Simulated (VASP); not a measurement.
# TiAl2 (Cmmm) in VASP: a series of runs

Runs on TiAl2. Level: PBEsol. Tasks: single point.

Program: VASP 6.6.1. These are calculated values, not measurements. Logs are shortened: lines on timing, memory, paths and dates and some standing lists are left out, and cuts for length are marked.

## 1. The cell of the first run

Symmetry: Cmmm, No. 65, orthorhombic system. Conventional cell: a = 3.959 Å, b = 12.094 Å, c = 4.032 Å, α = 90.00°, β = 90.00°, γ = 90.00°. Ti (site symmetry m2m) has 10 Al at 2.68 to 2.92 Å and 3 Ti at 3.14 to 3.60 Å within 3.7 Å. Within 3.5 Å of Al (site symmetry mmm) lie 4 Ti at 2.68 Å and 8 Al at 2.83 to 2.93 Å. Within 3.5 Å of Al (site symmetry m2m) lie 6 Al at 2.67 to 2.93 Å and 6 Ti at 2.84 to 2.92 Å. Al (site symmetry mmm) has 4 Ti at 2.70 Å and 8 Al at 2.83 to 2.91 Å within 3.6 Å.

## 2. Single point, PBEsol

The input, INCAR:

```
SYSTEM = TiAl2
PREC = Accurate
ENCUT = 520
EDIFF = 1E-7
ISMEAR = 0
SIGMA = 0.3
LREAL = .FALSE.
LASPH = .TRUE.
NELM = 80
ALGO = Fast
ISIF = 2
LWAVE = .FALSE.
LCHARG = .FALSE.
GGA = PS
NBANDS = 27
```

The input, KPOINTS:

```
Automatic mesh
0
G
  10 10 10
  0 0 0
```

The input, POSCAR:

```
TiAl2
1.0
    1.9795500000     -6.0472000000      0.0000000000
    1.9795500000      6.0472000000      0.0000000000
    0.0000000000      0.0000000000      4.0315000000
Ti Al
2 4
Direct
    0.6490000000      0.3510000000      0.0000000000
    0.3510000000      0.6490000000      0.0000000000
    0.0000000000      0.0000000000      0.0000000000
    0.8240000000      0.1760000000      0.5000000000
    0.1760000000      0.8240000000      0.5000000000
    0.5000000000      0.5000000000      0.5000000000
```

Potentials or basis: VASP PAW PBE potentials, release 64 (Ti_sv, Al).

On the command line:

```bash
cat potpaw_PBE.64/Ti_sv/POTCAR potpaw_PBE.64/Al/POTCAR > POTCAR
mpirun -np 1 vasp_std > vasp.out
```

OUTCAR:

```text
SYSTEM = TiAl2
   PREC = Accurate
   ENCUT = 520
   EDIFF = 1E-7
   ISMEAR = 0
   LREAL = .FALSE.
   LASPH = .TRUE.
   NELM = 80
   ISIF = 2
   GGA = PS

 ion  position               nearest neighbor table
   1  0.649  0.351  0.000-   3 2.68   3 2.68   6 2.70   6 2.70   5 2.84   5 2.84   5 2.84   5 2.84
                             4 2.92   4 2.92
   2  0.351  0.649  0.000-   3 2.68   3 2.68   6 2.70   6 2.70   4 2.84   4 2.84   4 2.84   4 2.84
                             5 2.92   5 2.92
   3  0.000  0.000  0.000-   1 2.68   2 2.68   1 2.68   2 2.68   6 2.83   6 2.83   6 2.83   6 2.83
                             4 2.93   4 2.93   5 2.93   5 2.93
   4  0.824  0.176  0.500-   5 2.67   5 2.67   2 2.84   2 2.84   2 2.84   2 2.84   6 2.91   6 2.91
                             1 2.92   1 2.92   3 2.93   3 2.93
   5  0.176  0.824  0.500-   4 2.67   4 2.67   1 2.84   1 2.84   1 2.84   1 2.84   6 2.91   6 2.91
                             2 2.92   2 2.92   3 2.93   3 2.93
   6  0.500  0.500  0.500-   1 2.70   2 2.70   1 2.70   2 2.70   3 2.83   3 2.83   3 2.83   3 2.83
                             5 2.91   4 2.91   5 2.91   4 2.91

  LATTYP: Found a base centered orthorhombic cell.
 ALAT       =     3.9591000000
 B/A-ratio  =     3.0548356950
 C/A-ratio  =     1.0182869844

  Lattice vectors:

 A1 = (   1.9795500000,  -6.0472000000,   0.0000000000)
 A2 = (   1.9795500000,   6.0472000000,   0.0000000000)
 A3 = (   0.0000000000,   0.0000000000,   4.0315000000)

Analysis of symmetry for initial positions (statically):
=====================================================================
 Subroutine PRICEL returns:
 Original cell was already a primitive cell.

 Routine SETGRP: Setting up the symmetry group for a
 base centered orthorhombic supercell.

 Subroutine GETGRP returns: Found  8 space group operations
 (whereof  8 operations were pure point group operations)
 out of a pool of  8 trial point group operations.

The static configuration has the point symmetry D_2h.

Analysis of symmetry for dynamics (positions and initial velocities):
=====================================================================
 Subroutine PRICEL returns:
 Original cell was already a primitive cell.

 Routine SETGRP: Setting up the symmetry group for a
 base centered orthorhombic supercell.

 Subroutine GETGRP returns: Found  8 space group operations
 (whereof  8 operations were pure point group operations)
 out of a pool of  8 trial point group operations.

The dynamic configuration has the point symmetry D_2h.

[... 109 lines left out ...]
   NSW    =      0    number of steps for IOM
   IBRION =     -1    ionic relax: 0-MD 1-quasi-New 2-CG
   NFREE  =      0    steps in history (QN), initial steepest desc. (CG)
   ISIF   =      2    stress and relaxation
   ISYM   =      2    0-nonsym 1-usesym 2-fastsym
   POTIM  = 0.5000    time-step for ionic-motion
   TEBEG  =    0.0;   TEEND  =   0.0 temperature during run
   PSTRESS=    0.0 pullay stress
   NELECT =      36.0000    total number of electrons
   NUPDOWN=      -1.0000    fix difference up-down
   EMIN   =  10.00;   EMAX   =-10.00  energy-range for DOS
   EFERMI =   0.00;   METHOD = LEGACY
   ISMEAR =     0;   SIGMA  =   0.30  broadening in eV -4-tet -1-fermi 0-gaus
   EFERMI_NEDOS =   21; number of points for ismear=-14 and -15
   IALGO  =     68    algorithm
   IMIX   =      4    mixing-type and parameters
     AMIX     =   0.40;   BMIX     =  1.00
     AMIX_MAG =   1.60;   BMIX_MAG =  1.00
  volume/ion in A,a.u.               =      16.09       108.56
  Fermi-wavevector in a.u.,A,eV,Ry     =   1.178428  2.226907 18.894320  1.388693
  Thomas-Fermi vector in A             =   2.314757
   LORBIT       =      0    0 simple, 1 ext, 2 COOP (PROOUT), +10 PAW based schemes
   GGA     = PS    functional components
   LHFCALC =     F    Hartree Fock is set to
   AEXX    =    0.0000 exact exchange contribution
   IVDW    =     0    specifies the selected vdW correction
   LEPSILON=     F    determine dielectric tensor
   LRPA    =     F    only Hartree local field effects (RPA)
 non-spin polarized calculation
 RMM-DIIS sequential band-by-band and
 Gauss-broadening in eV      SIGMA  =   0.30
  energy-cutoff  :      520.00
  volume of cell :       96.52
 maximum number of plane-waves:      2638
   NGX = 23   NGY = 23   NGZ = 15

 number of electron      36.0000003 magnetization

 Free energy of the ion-electron system (eV)
  ---------------------------------------------------
  ext. energy  EPLUGINS =         0.00000000
  ---------------------------------------------------
  free energy    TOTEN  =       -35.58811370 eV

  energy without entropy =      -35.45792839  energy(sigma->0) =      -35.52302104

 E-fermi :   8.2626     XC(G=0): -10.8920

 val. band max:        8.2571118914   @ k =  -0.4000   0.2000   0.0000
 cond. band min:       8.2653434941   @ k =   0.1000   0.0000   0.2000
 fundamental gap:      0.0082316027
 Fermi energy:         8.2626070629

 k-point     1 :       0.0000    0.0000    0.0000
  band No.  band energies     occupation
      1     -48.2291      2.00000
      2     -48.2116      2.00000
      3     -24.6726      2.00000
      4     -24.6510      2.00000
      5     -24.6304      2.00000
      6     -24.6233      2.00000
[... 709 lines left out ...]
     26      11.4377      0.00000
     27      11.5204      0.00000

 [... further k-points ...]

------------------------ aborting loop because EDIFF is reached ----------------------------------------

  FORCE on cell =-STRESS in cart. coord.  units (eV):
  Direction    XX          YY          ZZ          XY          YZ          ZX
  --------------------------------------------------------------------------------------
  -------------------------------------------------------------------------------------
  Total       -1.5657244     -0.5736179     -2.5732611      0.0000000      0.0000000      0.0000000
  in kB      -25.9901291     -9.5217281    -42.7146609      0.0000000      0.0000000      0.0000000
  external PRESSURE =     -26.0755061 kB  Pullay stress =       0.0000000 kB

 VOLUME and BASIS-vectors are now :
 -----------------------------------------------------------------------------
  energy-cutoff  :      520.00
  volume of cell :       96.52
      direct lattice vectors                 reciprocal lattice vectors
     1.979550000 -6.047200000  0.000000000     0.252582658 -0.082682895  0.000000000
     1.979550000  6.047200000  0.000000000     0.252582658  0.082682895  0.000000000
     0.000000000  0.000000000  4.031500000     0.000000000  0.000000000  0.248046633

 POSITION                                       TOTAL-FORCE (eV/Angst)
 -----------------------------------------------------------------------------------
      1.97955     -1.80207      0.00000         0.000000     -0.854180      0.000000
      1.97955      1.80207      0.00000         0.000000      0.854180     -0.000000
      0.00000      0.00000      0.00000         0.000000     -0.000000     -0.000000
      1.97955     -3.91859      2.01575         0.000000     -0.191576     -0.000000
      1.97955      3.91859      2.01575         0.000000      0.191576     -0.000000
      1.97955      0.00000      2.01575        -0.000000     -0.000000     -0.000000
 -----------------------------------------------------------------------------------
    total drift:                                0.000000     -0.000000      0.000000

  FREE ENERGIE OF THE ION-ELECTRON SYSTEM (eV)
  ---------------------------------------------------
  free  energy   TOTEN  =       -35.5881137009 eV

  energy  without entropy=      -35.4579283855  energy(sigma->0) =      -35.52302104
```

OSZICAR:

```text
N       E                     dE             d eps       ncg     rms          rms(c)
DAV:   1     0.328507281992E+03    0.32851E+03   -0.16487E+04 10116   0.133E+03
DAV:   2    -0.116473735361E+01   -0.32967E+03   -0.32084E+03 10101   0.397E+02
DAV:   3    -0.362371892854E+02   -0.35072E+02   -0.34403E+02 17553   0.109E+02
[... 30 lines left out ...]
RMM:  34    -0.355881126738E+02   -0.15687E-06   -0.26743E-06 12253   0.596E-03    0.252E-04
RMM:  35    -0.355881129585E+02   -0.28475E-06   -0.38805E-06 11800   0.492E-03    0.241E-04
RMM:  36    -0.355881129647E+02   -0.62273E-08   -0.11497E-06 10710   0.416E-03    0.282E-04
RMM:  37    -0.355881136819E+02   -0.71715E-06   -0.81263E-06 10336   0.371E-03    0.363E-04
RMM:  38    -0.355881137009E+02   -0.19033E-07   -0.91788E-07 10267   0.335E-03
   1 F= -.35588114E+02 E0= -.35523021E+02  d E =-.130185E+00
```

Wall time 28 min (1 thread of Intel Xeon Platinum 8488C (Sapphire Rapids), shared host); peak memory 0.55 GiB.

Results:

```
Free energy            : -35.5881 eV
Pressure               : -2.6 GPa
Largest force          : 0.854 eV/Å
Band gap on the k mesh : zero (bands 18 and 19 overlap by 1.05 eV)
```

Forces on the atoms (eV/Å):
```
Ti   0.000 -0.854  0.000
Ti   0.000  0.854  0.000
Al   0.000  0.000  0.000
Al   0.000 -0.192  0.000
Al   0.000  0.192  0.000
Al   0.000  0.000  0.000
```

Stress tensor (GPa, compression positive):
```
-2.60  0.00  0.00
 0.00 -0.95  0.00
 0.00  0.00 -4.27
```

Levels at points of the mesh, in eV from the Fermi level:
| k point | band 15 | band 16 | band 17 | band 18 | band 19 | band 20 | band 21 | band 22 |
| --- | --- | --- | --- | --- | --- | --- | --- | --- |
| (0.00, 0.00, 0.00) | -1.65 | -0.73 | -0.66 | -0.54 | 0.47 | 0.73 | 0.87 | 0.95 |
| (0.50, 0.00, 0.00) | -1.59 | -1.20 | -0.97 | -0.40 | 0.80 | 1.25 | 1.35 | 1.50 |
| (0.50, 0.50, 0.00) | -1.76 | -1.25 | -0.70 | -0.57 | 0.29 | 1.10 | 1.27 | 1.34 |
| (0.00, 0.00, 0.50) | -1.44 | -0.90 | -0.40 | 0.19 | 0.22 | 0.99 | 1.11 | 1.31 |
| (0.50, 0.00, 0.50) | -2.32 | -1.80 | -1.25 | -1.21 | -0.47 | 1.17 | 1.23 | 1.32 |
| (0.50, 0.50, 0.50) | -1.91 | -0.89 | 0.03 | 0.38 | 0.74 | 1.18 | 1.31 | 1.64 |

Caveat: so wide a smearing shifts energies and pressures; the PAW data sets were made with another functional, which shifts forces and pressure a little.

## 3. Single point, PBEsol

The input, INCAR:

```
SYSTEM = TiAl2
PREC = Accurate ; ENCUT = 520
EDIFF = 1E-7 ; ISMEAR = -1
SIGMA = 0.01 ; LREAL = .FALSE.
LASPH = .TRUE. ; NELM = 80
ALGO = Fast ; ISIF = 2
LWAVE = .FALSE. ; LCHARG = .TRUE.
GGA = PS ; LELF = .TRUE.
LVHAR = .TRUE. ; NBANDS = 27
```

KPOINTS is that of step 2.

POSCAR is that of step 2.

Potentials or basis: VASP PAW PBE potentials, release 64 (Ti_sv, Al).

On the command line:

```bash
cat potpaw_PBE.64/Ti_sv/POTCAR potpaw_PBE.64/Al/POTCAR > POTCAR
mpirun -np 1 vasp_std > vasp.out
```

It took 29 min on 1 thread of Intel Xeon Platinum 8488C (Sapphire Rapids), shared host; peak memory 0.55 GiB.

The run converged. Its results:

| Quantity | Value |
| --- | --- |
| Free energy | -35.5281 eV |
| Pressure | -2.7 GPa |
| Largest force | 0.858 eV/Å |
| Band gap on the k mesh | zero (bands 18 and 19 overlap by 1.05 eV) |

Forces in eV/Å, atoms in the order of the input:
```
Ti   0.000 -0.858  0.000
Ti   0.000  0.858  0.000
Al   0.000  0.000  0.000
Al   0.000 -0.195  0.000
Al   0.000  0.195  0.000
Al   0.000  0.000  0.000
```

Stress tensor (GPa, compression positive):
```
-2.94  0.00  0.00
 0.00 -0.97  0.00
 0.00  0.00 -4.26
```

Levels at points of the mesh, in eV from the Fermi level:
```
           k point  band 16  band 17  band 18  band 19  band 20  band 21
(0.00, 0.00, 0.00)    -0.72    -0.65    -0.53     0.47     0.73     0.88
(0.50, 0.00, 0.00)    -1.19    -0.96    -0.39     0.81     1.25     1.36
(0.50, 0.50, 0.00)    -1.24    -0.69    -0.57     0.29     1.10     1.28
(0.00, 0.00, 0.50)    -0.89    -0.39     0.20     0.22     0.99     1.12
(0.50, 0.00, 0.50)    -1.79    -1.24    -1.20    -0.46     1.18     1.24
(0.50, 0.50, 0.50)    -0.88     0.04     0.38     0.74     1.19     1.31
```

Caveat: the PAW data sets were made with another functional, which shifts forces and pressure a little.

## 4. Single point, PBEsol

The input, INCAR:

```
SYSTEM = TiAl2
PREC = Accurate
ENCUT = 520
EDIFF = 1E-6
ISMEAR = -1
SIGMA = 0.05
LREAL = .FALSE.
LASPH = .TRUE.
NELM = 80
ALGO = Fast
ISIF = 2
LWAVE = .FALSE.
LCHARG = .FALSE.
GGA = PS
NBANDS = 27
```

The input, KPOINTS:

```
regular mesh
0
G
  10 10 10
  0 0 0
```

POSCAR is that of step 3.

Potentials or basis: VASP PAW PBE potentials, release 64 (Ti_sv, Al).

On the command line:

```bash
cat potpaw_PBE.64/Ti_sv/POTCAR potpaw_PBE.64/Al/POTCAR > POTCAR
mpirun -np 1 vasp_std > vasp.out
```

OUTCAR:

```text
SYSTEM = TiAl2
   PREC = Accurate
   ENCUT = 520
   EDIFF = 1E-6
   ISMEAR = -1
   LREAL = .FALSE.
   LASPH = .TRUE.
   NELM = 80
   ISIF = 2
   GGA = PS

 ion  position               nearest neighbor table
   1  0.649  0.351  0.000-   3 2.68   3 2.68   6 2.70   6 2.70   5 2.84   5 2.84   5 2.84   5 2.84
                             4 2.92   4 2.92
   2  0.351  0.649  0.000-   3 2.68   3 2.68   6 2.70   6 2.70   4 2.84   4 2.84   4 2.84   4 2.84
                             5 2.92   5 2.92
   3  0.000  0.000  0.000-   1 2.68   2 2.68   1 2.68   2 2.68   6 2.83   6 2.83   6 2.83   6 2.83
                             4 2.93   4 2.93   5 2.93   5 2.93
   4  0.824  0.176  0.500-   5 2.67   5 2.67   2 2.84   2 2.84   2 2.84   2 2.84   6 2.91   6 2.91
                             1 2.92   1 2.92   3 2.93   3 2.93
   5  0.176  0.824  0.500-   4 2.67   4 2.67   1 2.84   1 2.84   1 2.84   1 2.84   6 2.91   6 2.91
                             2 2.92   2 2.92   3 2.93   3 2.93
   6  0.500  0.500  0.500-   1 2.70   2 2.70   1 2.70   2 2.70   3 2.83   3 2.83   3 2.83   3 2.83
                             5 2.91   4 2.91   5 2.91   4 2.91

  LATTYP: Found a base centered orthorhombic cell.
 ALAT       =     3.9591000000
 B/A-ratio  =     3.0548356950
 C/A-ratio  =     1.0182869844

[... 193 lines left out ...]
 Fermi energy:         8.2498077245

 k-point     1 :       0.0000    0.0000    0.0000
  band No.  band energies     occupation
      1     -48.2368      2.00000
      2     -48.2193      2.00000
      3     -24.6809      2.00000
      4     -24.6593      2.00000
      5     -24.6363      2.00000
      6     -24.6307      2.00000
[... 709 lines left out ...]
     26      11.4359      0.00000
     27      11.5145      0.00000

 [... further k-points ...]

------------------------ aborting loop because EDIFF is reached ----------------------------------------

  FORCE on cell =-STRESS in cart. coord.  units (eV):
  Direction    XX          YY          ZZ          XY          YZ          ZX
  --------------------------------------------------------------------------------------
  -------------------------------------------------------------------------------------
  Total       -1.7288402     -0.6525582     -2.6153133      0.0000000      0.0000000      0.0000000
  in kB      -28.6977583    -10.8320927    -43.4127048      0.0000000      0.0000000      0.0000000
  external PRESSURE =     -27.6475186 kB  Pullay stress =       0.0000000 kB

 VOLUME and BASIS-vectors are now :
 -----------------------------------------------------------------------------
  energy-cutoff  :      520.00
  volume of cell :       96.52
      direct lattice vectors                 reciprocal lattice vectors
     1.979550000 -6.047200000  0.000000000     0.252582658 -0.082682895  0.000000000
     1.979550000  6.047200000  0.000000000     0.252582658  0.082682895  0.000000000
     0.000000000  0.000000000  4.031500000     0.000000000  0.000000000  0.248046633

 POSITION                                       TOTAL-FORCE (eV/Angst)
 -----------------------------------------------------------------------------------
      1.97955     -1.80207      0.00000        -0.000000     -0.863182     -0.000000
      1.97955      1.80207      0.00000        -0.000000      0.863182      0.000000
      0.00000      0.00000      0.00000         0.000000      0.000000      0.000000
      1.97955     -3.91859      2.01575        -0.000000     -0.196417      0.000000
      1.97955      3.91859      2.01575        -0.000000      0.196417      0.000000
      1.97955      0.00000      2.01575        -0.000000      0.000000      0.000000
 -----------------------------------------------------------------------------------
    total drift:                                0.000000     -0.000000      0.000000

  FREE ENERGIE OF THE ION-ELECTRON SYSTEM (eV)
  ---------------------------------------------------
  free  energy   TOTEN  =       -35.5375692518 eV

  energy  without entropy=      -35.5166055494  energy(sigma->0) =      -35.52708740
```

OSZICAR:

```text
N       E                     dE             d eps       ncg     rms          rms(c)
DAV:   1     0.328540209824E+03    0.32854E+03   -0.16487E+04 10116   0.133E+03
DAV:   2    -0.112819903042E+01   -0.32967E+03   -0.32085E+03 10101   0.397E+02
DAV:   3    -0.361965007822E+02   -0.35068E+02   -0.34413E+02 17553   0.109E+02
[... 24 lines left out ...]
RMM:  28    -0.355375656329E+02   -0.21826E-05   -0.25160E-05 11421   0.143E-02    0.211E-02
RMM:  29    -0.355375670391E+02   -0.14062E-05   -0.17431E-05 11210   0.127E-02    0.204E-02
RMM:  30    -0.355375678353E+02   -0.79624E-06   -0.11355E-05 12658   0.138E-02    0.158E-02
RMM:  31    -0.355375687931E+02   -0.95774E-06   -0.11848E-05 12234   0.131E-02    0.120E-02
RMM:  32    -0.355375692518E+02   -0.45878E-06   -0.61560E-06 11856   0.125E-02
   1 F= -.35537569E+02 E0= -.35527087E+02  d E =-.209637E-01
```

stdout:

```text
POSCAR found type information on POSCAR TiAl
 POSCAR found :  2 types and       6 ions
 scaLAPACK will be used
 -----------------------------------------------------------------------------
|                                                                             |
|                                                                             |
|     You enforced a specific xc type in the INCAR file but a different       |
|     I HOPE YOU KNOW WHAT YOU ARE DOING!                                     |
|                                                                             |
 -----------------------------------------------------------------------------

 LDA part: xc-table for (Slater+PW92), standard interpolation
 POSCAR, INCAR and KPOINTS ok, starting setup
 FFT: planning ... GRIDC
 FFT: planning ... GRID_SOFT
 FFT: planning ... GRID
 WAVECAR not read
 entering main loop
WARNING in EDDRMM: call to ZHEGV failed, returncode =   8  4     25
WARNING in EDDRMM: call to ZHEGV failed, returncode =   6  3     12
WARNING in EDDRMM: call to ZHEGV failed, returncode =   6  3     12
WARNING in EDDRMM: call to ZHEGV failed, returncode =   6  3     16
WARNING in EDDRMM: call to ZHEGV failed, returncode =   6  3     13
```

It took 23 min on 1 thread of Intel Xeon Platinum 8488C (Sapphire Rapids), shared host; peak memory 0.55 GiB.

What came out:

- Free energy: -35.5376 eV
- Pressure: -2.8 GPa
- Largest force: 0.863 eV/Å
- Band gap on the k mesh: zero (bands 18 and 19 overlap by 1.05 eV)

Forces in eV/Å, atoms in the order of the input:
```
Ti   0.000 -0.863  0.000
Ti   0.000  0.863  0.000
Al   0.000  0.000  0.000
Al   0.000 -0.196  0.000
Al   0.000  0.196  0.000
Al   0.000  0.000  0.000
```

Stress tensor (GPa, compression positive):
```
-2.87  0.00  0.00
 0.00 -1.08  0.00
 0.00  0.00 -4.34
```

Caveat: the PAW data sets were made with another functional, which shifts forces and pressure a little.

## 5. Overview

```csv
smearing,further INCAR settings,gap on the mesh (eV),pressure (GPa),largest force (eV/Å)
gaussian 0.3 eV,ALGO = Fast; EDIFF = 1e-07; NBANDS = 27,none,-2.6,0.85
fermi-dirac 0.01 eV,ALGO = Fast; EDIFF = 1e-07; NBANDS = 27,none,-2.7,0.86
fermi-dirac 0.05 eV,ALGO = Fast; EDIFF = 1e-06; NBANDS = 27,none,-2.8,0.86
```

Alike in all rows: task single point; level PBEsol; potentials or basis VASP PAW PBE potentials, release 64 (Ti_sv, Al); no spin polarisation; cell as given; k mesh 10 × 10 × 10; cutoff (eV) 520.

Caveats: the PAW data sets were made with another functional, which shifts forces and pressure a little; so wide a smearing shifts energies and pressures (at least some runs).

Absolute energies hang on the potentials; compare differences alone.
